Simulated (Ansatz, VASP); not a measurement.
## One calculation of Ge, two programs

Contents of INCAR:

```
PREC = Accurate
ENCUT = 500
EDIFF = 1E-6
ISMEAR = 0
SIGMA = 0.15
LREAL = F
LASPH = T
NELM = 120
ALGO = Normal
ISIF = 2
LWAVE = F
LCHARG = F
GGA = PE
NBANDS = 21
GGA_COMPAT = F
```

Contents of KPOINTS:

```
regular mesh
0
Gamma
  14 14 14
```

POSCAR

```
Ge
1.0
    0.0000000000      2.8570577000      2.8287700000
    2.8287700000      0.0000000000      2.8287700000
    2.8287700000      2.8570577000      0.0000000000
Ge
2
Direct
    0.5000000000      0.5000000000      0.5000000000
    0.7500000000      0.7500000000      0.7500000000
```

Input for Ansatz:

```yaml
crystal:
  lattice:
    - [0.0, 2.8570577, 2.82877]
    - [2.82877, 0.0, 2.82877]
    - [2.82877, 2.8570577, 0.0]
  atoms:
    - { symbol: Ge, position: [0.5, 0.5, 0.5] }
    - { symbol: Ge, position: [0.75, 0.75, 0.75] }
basis:
  ecutwfc: 420
kpoints:
  mp_grid: { grid: [14, 14, 14] }
hamiltonian:
  xc: pbe
scf:
  occupations: { method: gaussian, width: 0.15 }
output:
  forces: true
  stress: true
  eigenvalues: true
```

Change from the starting cell: strain +0.0100 x Voigt [0, 1, 0, 0, 0, 0], atoms carried along.

Alike in both runs: task single point; functional PBE; k mesh 14 × 14 × 14; occupations gaussian, width 0.15 eV; no spin polarisation.

|  | VASP | Ansatz |
| --- | --- | --- |
| version | VASP 6.6.1 | Ansatz 0.2.0 |
| potentials or method | VASP PAW PBE potentials, release 64 (Ge_d), cutoff 500 eV | scalar-relativistic, plane waves, PAW |
| valence electrons in the cell | 28 | 28 |

```csv
,VASP,Ansatz,Ansatz less VASP
gap on the k mesh at the Fermi level (eV),none,none,-
pressure (GPa),2.8,2.9,+0.15
"traceless stress, the component that is largest in VASP (GPa)",-0.47,-0.47,-0.001
```

A gap of «none» marks a metal or a gap that the smearing closes.
